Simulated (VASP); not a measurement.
# BeS (Fm-3m) in VASP: single point with PBE-based screened hybrid with 75 % exact exchange

Aim: the single point of BeS with PBE-based screened hybrid with 75 % exact exchange.

Program: VASP 6.6.1. These are calculated values, not measurements. Logs are shortened: lines on timing, memory, paths and dates and some standing lists are left out, and cuts for length are marked.

**1. The cell of the first run**

It takes space group Fm-3m (No. 225, cubic). The conventional cell has a = 4.635 Å, b = 4.635 Å, c = 4.635 Å, α = 90.00°, β = 90.00°, γ = 90.00°. Within 3.1 Å of Be (site symmetry m-3m) lie 6 S at 2.32 Å. Within 3.1 Å of S (site symmetry m-3m) lie 6 Be at 2.32 Å.

**2. Single point, PBE-based screened hybrid with 75 % exact exchange**

POSCAR

```
BeS
1.0
    0.0000000000      2.3172971969      2.3172971969
    2.3172971969      0.0000000000      2.3172971969
    2.3172971969      2.3172971969      0.0000000000
Be S
1 1
Direct
    0.0000000000      0.0000000000      0.0000000000
    0.5000000000      0.5000000000      0.5000000000
```

INCAR.step1

```
SYSTEM = BeS
PREC = Accurate
ENCUT = 520
EDIFF = 1E-5
ISMEAR = 0
SIGMA = 0.01
LREAL = .FALSE.
LASPH = .TRUE.
NELM = 80
ALGO = Normal
ISIF = 2
LWAVE = .TRUE.
LCHARG = .FALSE.
NBANDS = 11
GGA = PE
```

INCAR.step2

```
SYSTEM = BeS
PREC = Accurate
ENCUT = 520
EDIFF = 1E-6
ISMEAR = 0
SIGMA = 0.01
LREAL = .FALSE.
LASPH = .TRUE.
NELM = 80
ALGO = Normal
ISIF = 2
LWAVE = .FALSE.
LCHARG = .FALSE.
GGA = PE
LHFCALC = .TRUE.
AEXX = 0.75
HFSCREEN = 0.2078
PRECFOCK = Normal
NBANDS = 11
ISTART = 1
```

KPOINTS

```
Automatic mesh
0
G
  4 4 4
  0 0 0
```

Potentials or basis: VASP PAW PBE potentials, release 64 (Be, S).

Run with:

```console
cat potpaw_PBE.64/Be/POTCAR potpaw_PBE.64/S/POTCAR > POTCAR
cp INCAR.step1 INCAR
mpirun -np 1 vasp_std > vasp.out
cp INCAR.step2 INCAR
mpirun -np 1 vasp_std > vasp.out
```

OUTCAR:

```text
SYSTEM = BeS
   PREC = Accurate
   ENCUT = 520
   EDIFF = 1E-6
   ISMEAR = 0
   LREAL = .FALSE.
   LASPH = .TRUE.
   NELM = 80
   ISIF = 2
   GGA = PE
   LHFCALC = .TRUE.
   AEXX = 0.75
   HFSCREEN = 0.2078
   PRECFOCK = Normal
   ISTART = 1

 ion  position               nearest neighbor table
   1  0.000  0.000  0.000-   2 2.32   2 2.32   2 2.32   2 2.32   2 2.32   2 2.32
   2  0.500  0.500  0.500-   1 2.32   1 2.32   1 2.32   1 2.32   1 2.32   1 2.32

  LATTYP: Found a face centered cubic cell.
 ALAT       =     4.6345943938

  Lattice vectors:

 A1 = (   0.0000000000,   2.3172971969,   2.3172971969)
 A2 = (   2.3172971969,   0.0000000000,   2.3172971969)
 A3 = (   2.3172971969,   2.3172971969,   0.0000000000)

Analysis of symmetry for initial positions (statically):
=====================================================================
 Subroutine PRICEL returns:
 Original cell was already a primitive cell.

 Routine SETGRP: Setting up the symmetry group for a
 face centered cubic supercell.

 Subroutine GETGRP returns: Found 48 space group operations
 (whereof 48 operations were pure point group operations)
 out of a pool of 48 trial point group operations.

The static configuration has the point symmetry O_h .

Analysis of symmetry for dynamics (positions and initial velocities):
=====================================================================
 Subroutine PRICEL returns:
 Original cell was already a primitive cell.

 Routine SETGRP: Setting up the symmetry group for a
 face centered cubic supercell.

 Subroutine GETGRP returns: Found 48 space group operations
 (whereof 48 operations were pure point group operations)
 out of a pool of 48 trial point group operations.

The dynamic configuration has the point symmetry O_h .

 Subroutine INISYM returns: Found 48 space group operations
 (whereof 48 operations are pure point group operations),
 and found     1 'primitive' translations

----------------------------------------------------------------------------------------

                                     Primitive cell

  volume of cell :      24.8872

  direct lattice vectors                    reciprocal lattice vectors
     0.000000000  2.317297197  2.317297197    -0.215768612  0.215768612  0.215768612
     2.317297197  0.000000000  2.317297197     0.215768612 -0.215768612  0.215768612
     2.317297197  2.317297197  0.000000000     0.215768612  0.215768612 -0.215768612

  length of vectors
     3.277153124  3.277153124  3.277153124     0.373722199  0.373722199  0.373722199

  position of ions in fractional coordinates (direct lattice)
     0.000000000  0.000000000  0.000000000
     0.500000000  0.500000000  0.500000000

  ion indices of the primitive-cell ions
   primitive index   ion index
                 1           1
                 2           2

----------------------------------------------------------------------------------------

 KPOINTS: Automatic mesh

Automatic generation of k-mesh.
 Grid dimensions read from file:
 generate k-points for:    4    4    4

 Generating k-lattice:

  Cartesian coordinates                     Fractional coordinates (reciprocal lattice)
    -0.053942153  0.053942153  0.053942153     0.250000000  0.000000000  0.000000000
     0.053942153 -0.053942153  0.053942153     0.000000000  0.250000000  0.000000000
     0.053942153  0.053942153 -0.053942153     0.000000000  0.000000000  0.250000000

  Length of vectors
     0.093430550  0.093430550  0.093430550

  Shift w.r.t. Gamma in fractional coordinates (k-lattice)
     0.000000000  0.000000000  0.000000000

 Subroutine IBZKPT returns following result:
 ===========================================

 Found      8 irreducible k-points:

 Following reciprocal coordinates:
            Coordinates               Weight
  0.000000  0.000000  0.000000      1.000000
  0.250000  0.000000  0.000000      8.000000
  0.500000  0.000000  0.000000      4.000000
  0.250000  0.250000  0.000000      6.000000
  0.500000  0.250000  0.000000     24.000000
 -0.250000  0.250000  0.000000     12.000000
  0.500000  0.500000  0.000000      3.000000
 -0.250000  0.500000  0.250000      6.000000
   k-points           NKPTS =      8   k-points in BZ     NKDIM =     64   number of bands    NBANDS=     11
   number of dos      NEDOS =    301   number of ions     NIONS =      2
   total plane-waves  NPLWV =  13824
   dimension x,y,z NGX =    24 NGY =   24 NGZ =   24
   dimension x,y,z NGXF=    48 NGYF=   48 NGZF=   48
   ions per type =               1   1
   NGX,Y,Z   is equivalent  to a cutoff of  12.17, 12.17, 12.17 a.u.
   NGXF,Y,Z  is equivalent  to a cutoff of  24.35, 24.35, 24.35 a.u.
 SYSTEM =  BeS
   PREC   = accura    normal or accurate (medium, high low for compatibility)
   ISTART =      1    job   : 0-new  1-cont  2-samecut
   ICHARG =      0    charge: 1-file 2-atom 10-const
   ISPIN  =      1    spin polarized calculation?
   LNONCOLLINEAR =      F non collinear calculations
   LSORBIT =      F    spin-orbit coupling
   LASPH  =      T    aspherical Exc in radial PAW
   ENCUT  =  520.0 eV  38.22 Ry    6.18 a.u.   6.09  6.09  6.09*2*pi/ulx,y,z
   NELM   =     80;   NELMIN=  2; NELMDL=  0     # of ELM steps
   EDIFF  = 0.1E-05   stopping-criterion for ELM
   LREAL  =      F    real-space projection
   EDIFFG = 0.1E-04   stopping-criterion for IOM
   NSW    =      0    number of steps for IOM
   IBRION =     -1    ionic relax: 0-MD 1-quasi-New 2-CG
   NFREE  =      0    steps in history (QN), initial steepest desc. (CG)
   ISIF   =      2    stress and relaxation
   ISYM   =      3    0-nonsym 1-usesym 2-fastsym
   POTIM  = 0.5000    time-step for ionic-motion
   TEBEG  =    0.0;   TEEND  =   0.0 temperature during run
   PSTRESS=    0.0 pullay stress
   NELECT =       8.0000    total number of electrons
   NUPDOWN=      -1.0000    fix difference up-down
   EMIN   =  10.00;   EMAX   =-10.00  energy-range for DOS
   EFERMI =   0.00;   METHOD = LEGACY
   ISMEAR =     0;   SIGMA  =   0.01  broadening in eV -4-tet -1-fermi 0-gaus
   EFERMI_NEDOS =   21; number of points for ismear=-14 and -15
   IALGO  =     38    algorithm
   IMIX   =      1    mixing-type and parameters
     AMIX     =   0.40;   BMIX     =  1.00
     AMIX_MAG =   1.60;   BMIX_MAG =  1.00
  volume/ion in A,a.u.               =      12.44        83.97
  Fermi-wavevector in a.u.,A,eV,Ry     =   1.121450  2.119232 17.111356  1.257649
  Thomas-Fermi vector in A             =   2.258103
   LORBIT       =      0    0 simple, 1 ext, 2 COOP (PROOUT), +10 PAW based schemes
   GGA     = PE    functional components
   LHFCALC =     T    Hartree Fock is set to
   PRECFOCK=normal    Normal, Fast or Accurate (Low or Medium for compatibility)
   ENCUT4O =  -1.0   cutoff for four orbital integrals eV
   NKREDX  =     1    reduce k-point grid by
   NKREDY  =     1    reduce k-point grid by
   NKREDZ  =     1    reduce k-point grid by
   AEXX    =    0.7500 exact exchange contribution
   HFSCREEN=    0.2078 screening length (either q_TF or 0.3 A-1)
   HFSCREENC=   0.2078 screening length for correlation (either q_TF or 0.3 A-1)
   ENCUTFOCK=  -1.0 apply spherical cutoff to Coloumb kernel
   IVDW    =     0    specifies the selected vdW correction
   LEPSILON=     F    determine dielectric tensor
   LRPA    =     F    only Hartree local field effects (RPA)
 non-spin polarized calculation
 Gauss-broadening in eV      SIGMA  =   0.01
  energy-cutoff  :      520.00
  volume of cell :       24.89
 maximum number of plane-waves:       692
  NGX = 20; NGY = 20; NGZ = 20

 number of electron       7.9999998 magnetization

 Free energy of the ion-electron system (eV)
  ---------------------------------------------------
  ext. energy  EPLUGINS =         0.00000000
  ---------------------------------------------------
  free energy    TOTEN  =       -12.77244964 eV

  energy without entropy =      -12.77244964  energy(sigma->0) =      -12.77244964

 E-fermi :   4.6885     XC(G=0):  -5.0984

 val. band max:        4.5335791484   @ k =   0.0000   0.0000   0.0000
 cond. band min:       8.4226590289   @ k =   0.5000   0.5000   0.0000
 fundamental gap:      3.8890798805
 Fermi energy:         4.6884746570

 k-point     1 :       0.0000    0.0000    0.0000
  band No.  band energies     occupation
      1     -14.6904      2.00000
      2       4.5336      2.00000
      3       4.5336      2.00000
      4       4.5336      2.00000
      5      13.8937      0.00000
      6      17.1792      0.00000
      7      17.1792      0.00000
      8      17.1792      0.00000
      9      18.9808      0.00000
     10      18.9808      0.00000
     11      18.9808      0.00000

 k-point     2 :       0.2500    0.0000    0.0000
  band No.  band energies     occupation
      1     -13.5559      2.00000
      2      -0.2603      2.00000
      3       4.3287      2.00000
      4       4.3287      2.00000
      5      13.4195      0.00000
      6      14.1639      0.00000
      7      14.1639      0.00000
      8      18.9372      0.00000
      9      19.8800      0.00000
     10      20.0618      0.00000
     11      20.0618      0.00000

 k-point     3 :       0.5000    0.0000    0.0000
  band No.  band energies     occupation
      1     -11.7636      2.00000
      2      -4.3880      2.00000
      3       4.2280      2.00000
      4       4.2280      2.00000
      5      11.9992      0.00000
      6      11.9992      0.00000
      7      12.2226      0.00000
      8      19.4475      0.00000
      9      25.2669      0.00000
     10      25.2669      0.00000
     11      25.3000      0.00000
[... 43 lines left out ...]
 k-point     7 :       0.5000    0.5000    0.0000
  band No.  band energies     occupation
      1     -10.4219      2.00000
      2      -3.7128      2.00000
      3       0.8840      2.00000
      4       0.8840      2.00000
      5       8.4227      0.00000
      6      11.9731      0.00000
      7      21.6125      0.00000
      8      21.6125      0.00000
      9      23.7643      0.00000
     10      25.0868      0.00000
     11      28.2605      0.00000

 k-point     8 :      -0.2500    0.5000    0.2500
  band No.  band energies     occupation
      1     -10.3812      2.00000
      2      -1.9279      2.00000
      3      -1.9279      2.00000
      4       0.1032      2.00000
      5      13.0346      0.00000
      6      14.0753      0.00000
      7      17.8892      0.00000
      8      17.8892      0.00000
      9      23.1657      0.00000
     10      23.1657      0.00000
     11      28.4136      0.00000

------------------------ aborting loop because EDIFF is reached ----------------------------------------

  FORCE on cell =-STRESS in cart. coord.  units (eV):
  Direction    XX          YY          ZZ          XY          YZ          ZX
  --------------------------------------------------------------------------------------
  -------------------------------------------------------------------------------------
  Total       -0.5926938     -0.5926938     -0.5926938      0.0000000      0.0000000      0.0000000
  in kB      -38.1562535    -38.1562535    -38.1562535      0.0000000      0.0000000      0.0000000
  external PRESSURE =     -38.1562535 kB  Pullay stress =       0.0000000 kB

 VOLUME and BASIS-vectors are now :
 -----------------------------------------------------------------------------
  energy-cutoff  :      520.00
  volume of cell :       24.89
      direct lattice vectors                 reciprocal lattice vectors
     0.000000000  2.317297197  2.317297197    -0.215768612  0.215768612  0.215768612
     2.317297197  0.000000000  2.317297197     0.215768612 -0.215768612  0.215768612
     2.317297197  2.317297197  0.000000000     0.215768612  0.215768612 -0.215768612

 POSITION                                       TOTAL-FORCE (eV/Angst)
 -----------------------------------------------------------------------------------
      0.00000      0.00000      0.00000         0.000000      0.000000      0.000000
      2.31730      2.31730      2.31730        -0.000000     -0.000000     -0.000000
 -----------------------------------------------------------------------------------
    total drift:                                0.000000      0.000000      0.000000

  FREE ENERGIE OF THE ION-ELECTRON SYSTEM (eV)
  ---------------------------------------------------
  free  energy   TOTEN  =       -12.7724496428 eV

  energy  without entropy=      -12.7724496428  energy(sigma->0) =      -12.77244964
```

It took 2.9 min on 1 thread of Intel Xeon 8259CL, shared host; peak memory 0.23 GiB.

Results:

```yaml
Free_energy: -12.7724 eV
Pressure: -3.8 GPa
Band_gap_on_the_k_mesh: 3.89 eV (least direct gap 7.54 eV)
```

Caveat: the k points lie up to 0.59 Å⁻¹ apart; the PAW data sets were made with another functional, which shifts forces and pressure a little. A k mesh can miss the band edges.
